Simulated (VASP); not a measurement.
# Ba5Na4Al2O10 in VASP: notebook, part 2 of 2

VASP 6.6.1. Earlier steps stand in the parts before.

**3. Single point, PBE**

INCAR reads:

```
ALGO = Normal
EDIFF = 1E-6
ENCUT = 970
GGA = PE
GGA_COMPAT = F
ISIF = 2
ISMEAR = -1
ISYM = 0
LASPH = T
LCHARG = T
LELF = T
LREAL = Auto
LVHAR = T
LWAVE = F
NBANDS = 92
NELM = 120
PREC = Accurate
SIGMA = 0.1172
```

KPOINTS reads:

```
k-points
0
Gamma
  1 1 1
```

POSCAR reads:

```
Ba5Na4Al2O10
1.0
    6.9327090000     -0.0765500000      0.0671430000
   -0.0765500000      7.2143380000     -0.0554530000
    0.0671430000     -0.0554530000      6.7389310000
Ba O Al Na
5 10 2 4
Direct
    0.7401424780      0.9252287396      0.1650036664
    0.3867033364      0.6656660584      0.8566497799
    0.9226152180      0.6928759011      0.8203658553
    0.4559839716      0.1197803406      0.6287178259
    0.9506603565      0.1459484708      0.6427884619
    0.1694331427      0.1020815784      0.3523326593
    0.6147085677      0.3771202052      0.8420227287
    0.0043004390      0.4675136874      0.4671444614
    0.4408273917      0.5407591037      0.3572685699
    0.2409786464      0.7756826366      0.5680811838
    0.6964136449      0.8508006932      0.6854869340
    0.6941176663      0.1832049894      0.3262223821
    0.4442470394     -0.0216454745      0.0284406554
    0.0849720511      0.7064760723      0.1731117204
    1.0556836920      0.0405994471      0.9713008771
    0.2048912930     -0.0231346967      0.1412556525
    0.2093813021      0.6014020029      0.3784860027
    0.7094698367      0.4870108808      0.1950875118
   -0.0312516412      0.2781422744      0.1753321339
    0.4005927460      0.2804355118      0.1784609446
    0.6580862177      0.5630907953      0.5431594701
```

Potentials or basis: VASP PAW PBE potentials, release 64 (Ba_sv, O, Al, Na_sv).

Run with:

```console
$ cat potpaw_PBE.64/Ba_sv/POTCAR potpaw_PBE.64/O/POTCAR potpaw_PBE.64/Al/POTCAR potpaw_PBE.64/Na_sv/POTCAR > POTCAR
$ mpirun -np 1 vasp_gam > vasp.out
```

It took 3.8 min on 1 thread of Intel Xeon Platinum 8488C (Sapphire Rapids), shared host; peak memory 0.76 GiB.

It converged, with:

| Property | Result |
| --- | --- |
| Free energy | -112.1784 eV |
| Pressure | 11.8 GPa |
| Largest force | 4.258 eV/Å |

Forces on the atoms (eV/Å):
```
Ba   0.323 -1.276  1.065
Ba   0.495 -0.480  0.130
Ba   2.713 -2.361 -1.179
Ba  -0.416 -0.306  0.012
Ba  -0.491  0.705 -1.015
O    0.612  0.717  0.153
O    0.752  1.050  0.451
O    0.021  0.027  0.319
O    0.294 -1.077 -2.222
O   -1.009  0.395  0.800
O   -1.519  1.053 -0.803
O   -0.398  1.706  1.518
O   -2.537  0.106  0.067
O    1.647  0.827 -0.668
O   -2.100  1.248 -2.234
Al   1.939 -3.487  1.489
Al  -2.740  1.964  1.543
Na   0.009 -0.494 -0.249
Na   0.480  0.387  0.468
Na   0.903 -0.125 -0.234
Na   1.022 -0.581  0.589
```

Stress tensor (GPa, compression positive):
```
13.83 -4.41  3.47
-4.41 10.98  2.44
 3.47  2.44 10.62
```

Levels at points of the mesh, in eV from the Fermi level:
```csv
k point,band 72,band 73,band 74,band 75,band 76,band 77,band 78,band 79,band 80,band 81
"(0.00, 0.00, 0.00)",-1.56,-1.44,-1.35,-1.14,-1.09,1.02,2.23,2.61,2.97,3.36
```

Caveat: the k points lie up to 0.93 Å⁻¹ apart; the atoms stand as in a frame of molecular dynamics; spin-orbit coupling is left out, which moves the levels of the heavy elements.

**4. Single point, PBE**

INCAR reads:

```
  ALGO = Normal
  EDIFF = 1E-6
  ENCUT = 970
  GGA = PE
  GGA_COMPAT = False
  ISIF = 2
  ISMEAR = -1
  ISYM = 0
  LASPH = True
  LCHARG = False
  LREAL = Auto
  LWAVE = False
  NBANDS = 92
  NELM = 120
  PREC = Accurate
  SIGMA = 0.2111
```

KPOINTS is that of step 3.

POSCAR reads:

```
Ba5Na4Al2O10
1.0
    6.9327090000     -0.0765500000      0.0671430000
   -0.0765500000      7.2143380000     -0.0554530000
    0.0671430000     -0.0554530000      6.7389310000
Ba O Al Na
5 10 2 4
Direct
    0.7031264600      0.9885451849      0.1356060444
    0.3936354904      0.6319702266      0.8748494052
    0.9161693979      0.7569112024      0.7369751426
    0.4002914964      0.1757835036      0.6636844851
    0.9617701220      0.2203229957      0.6517782182
    1.1083807639      0.1976428346      0.3177585404
    0.7226018859      0.3953683564      0.8997490408
    0.1246025435      0.5086664343      0.5857980874
    0.4237631799      0.5401802323      0.3842840776
    0.2365724679      0.8845809684      0.5552715235
    0.5930587906     -0.1782157194      0.6908176768
    0.6540496957      0.1937921323      0.4121587677
    0.3708454319      1.0424243918      0.0188571281
    0.1152290161      0.7163708837      0.1619372706
   -0.0128381737      1.0677994863      0.9735843383
    0.1589579983      0.0292338646      0.1298170568
    0.2474909027      0.6890679478      0.3829847202
    0.7692705722      0.4633415739      0.2160579395
    0.0649918093      0.3787859352      1.0660495072
    0.4436982493      0.2816954530      0.2125603640
    0.6628811403      0.4250528144      0.5785822151
```

Run with:

```console
$ cat potpaw_PBE.64/Ba_sv/POTCAR potpaw_PBE.64/O/POTCAR potpaw_PBE.64/Al/POTCAR potpaw_PBE.64/Na_sv/POTCAR > POTCAR
$ mpirun -np 1 vasp_gam > vasp.out
```

Run time: 2.1 min. Hardware: 1 thread of Intel Xeon 6975P-C (Granite Rapids), shared host; peak memory 0.76 GiB.

It converged, with:

```
Free energy   : -109.0497 eV
Pressure      : 12.1 GPa
Largest force : 4.237 eV/Å
```

Forces in eV/Å, atoms in the order of the input:
```
Ba  -0.973 -1.550  1.516
Ba  -0.522  1.030 -0.818
Ba   1.280 -0.189  0.566
Ba   0.054 -2.231  0.017
Ba  -1.189 -1.104 -1.263
O    0.947 -0.825 -1.086
O   -0.511  0.486  0.075
O   -0.452  0.709  0.452
O    3.578 -0.980 -1.666
O   -1.034 -0.481 -1.095
O    0.645  0.509  0.376
O    0.921 -0.400 -0.268
O    2.415  0.015 -0.947
O   -0.104  1.013 -0.132
O   -0.725  0.258 -2.800
Al  -0.538 -1.806  3.795
Al  -2.022  0.469  2.855
Na  -0.334  0.443  0.284
Na  -0.157  0.534 -0.002
Na  -0.968  0.849  0.048
Na  -0.311  3.252  0.094
```

Stress tensor (GPa, compression positive):
```
20.04 -1.35 -2.05
-1.35  8.21  1.41
-2.05  1.41  8.14
```

Levels at points of the mesh, in eV from the Fermi level:
```
           k point  band 74  band 75  band 76  band 77  band 78  band 79
(0.00, 0.00, 0.00)    -1.47    -1.19    -0.80     0.75     1.91     2.71
```

Caveat: the k points lie up to 0.93 Å⁻¹ apart; the atoms stand as in a frame of molecular dynamics; spin-orbit coupling is left out, which moves the levels of the heavy elements.

**5. Single point, PBE**

INCAR reads:

```
SYSTEM = Ba5Na4Al2O10
PREC     = Accurate       ! precision mode
ENCUT    = 970            ! plane-wave cutoff, eV
EDIFF    = 1E-6           ! SCF threshold, eV
ISMEAR   = -1             ! smearing method
SIGMA    = 0.293          ! smearing width, eV
LREAL    = Auto         
LASPH    = .True.         ! aspherical terms in the spheres
NELM     = 120            ! most SCF steps
ALGO     = Normal         ! electronic algorithm
ISIF     = 2              ! what is computed and relaxed
LWAVE    = .False.        ! write WAVECAR
LCHARG   = .False.        ! write CHGCAR
GGA      = PE             ! functional
ISYM     = 0            
NBANDS   = 92             ! bands
GGA_COMPAT= .False.
```

KPOINTS reads:

```
Automatic mesh
0
Gamma
  1 1 1
  0 0 0
```

POSCAR reads:

```
Ba5Na4Al2O10
1.0
    6.9327090000     -0.0765500000      0.0671430000
   -0.0765500000      7.2143380000     -0.0554530000
    0.0671430000     -0.0554530000      6.7389310000
Ba O Al Na
5 10 2 4
Direct
    0.6666876285     -0.0671552728      0.1399243636
    0.3285313815      0.6470583589      0.9017299249
    0.8711303881      0.7106457910      0.7343498744
    0.3645743401      0.1781418295      0.6655042000
    0.9094197041      0.1899668186      0.6160849640
    0.9916125412      0.2051534829      0.1927871847
    0.5939496701      0.4683681611      0.7993142914
    0.1383654876      0.4866473249      0.5643952698
    0.3948194509      0.5415271238      0.2512628399
    0.0815492346      0.8414019119      0.4343893416
    0.6253205832      1.0964948564      0.7847585959
    0.6222308229      0.1126239423      0.4194798687
    0.3034287458     -0.0798391832      0.0825866241
    0.0138560411      0.6390755746      0.1353132005
    0.0518220284     -0.0484677222      0.9025029093
    0.0938397502      0.0162517847      0.1592778629
    0.2017335647      0.6523693488      0.3097087418
    0.7057295974      0.5507630364      0.1015292574
    0.1029028191      0.3677556910      0.9957016851
    0.5876982501      0.3100020272      1.1948335305
    0.5273845506      0.5850927996      0.5404023235
```

Run with:

```console
$ cat potpaw_PBE.64/Ba_sv/POTCAR potpaw_PBE.64/O/POTCAR potpaw_PBE.64/Al/POTCAR potpaw_PBE.64/Na_sv/POTCAR > POTCAR
$ mpirun -np 1 vasp_gam > vasp.out
```

It took 2.8 min on 1 thread of Intel Xeon Platinum 8375C at 2.90GHz (Ice Lake), shared host; peak memory 0.77 GiB.

The run converged. Its results:

| Property | Result |
| --- | --- |
| Free energy | -103.9790 eV |
| Pressure | 16.0 GPa |
| Largest force | 7.444 eV/Å |

Forces in eV/Å, atoms in the order of the input:
```
Ba   0.247  0.643 -0.176
Ba  -1.283  1.999 -2.652
Ba   1.591  0.656 -1.332
Ba  -1.865 -0.178 -1.615
Ba  -0.637  0.116 -1.007
O   -3.261  3.214  2.530
O    1.565 -0.287  1.103
O    0.435  0.837  0.589
O    4.153 -1.367 -1.107
O    0.508  2.117 -0.565
O    2.668 -2.891  4.474
O   -0.574  0.021 -1.353
O    3.866  0.555  2.597
O   -0.725 -1.080 -1.364
O   -2.266  1.148 -1.532
Al   2.248 -6.003 -0.362
Al  -6.216  1.502  3.810
Na   1.396  0.249 -0.018
Na  -0.348  0.049 -0.329
Na  -0.831 -1.344 -0.065
Na  -0.669  0.043 -1.625
```

Stress tensor (GPa, compression positive):
```
17.98 -1.53  0.80
-1.53 17.32  2.20
 0.80  2.20 12.85
```

Levels at points of the mesh, in eV from the Fermi level:
| k point | band 73 | band 74 | band 75 | band 76 | band 77 | band 78 | band 79 | band 80 |
| --- | --- | --- | --- | --- | --- | --- | --- | --- |
| (0.00, 0.00, 0.00) | -1.51 | -1.26 | -0.98 | -0.67 | 0.49 | 1.95 | 2.27 | 2.51 |

Caveat: the k points lie up to 0.93 Å⁻¹ apart; atoms lie so close that the PAW spheres overlap strongly, which falsifies energies and pressures; the atoms stand as in a frame of molecular dynamics; spin-orbit coupling is left out, which moves the levels of the heavy elements.

**6. Overview**

| cell | smearing | pressure (GPa) | largest force (eV/Å) |
| --- | --- | --- | --- |
| as given, atomic positions A | fermi-dirac 0.05 eV | 8.0 | 1.62 |
| as given, atomic positions B | fermi-dirac 0.1172 eV | 11.8 | 4.26 |
| as given, atomic positions C | fermi-dirac 0.2111 eV | 12.1 | 4.24 |
| as given, atomic positions D | fermi-dirac 0.293 eV | 16.0 | 7.44 |

Alike in all rows: task single point; level PBE; potentials or basis VASP PAW PBE potentials, release 64 (Ba_sv, O, Al, Na_sv); no spin polarisation; k mesh 1 × 1 × 1; cutoff (eV) 970.

Caveats: all runs use coarse meshes; the atoms stand as in a frame of molecular dynamics; spin-orbit coupling is left out, which moves the levels of the heavy elements; atoms lie so close that the PAW spheres overlap strongly, which falsifies energies and pressures (at least some runs).

Absolute energies hang on the potentials; compare differences alone.
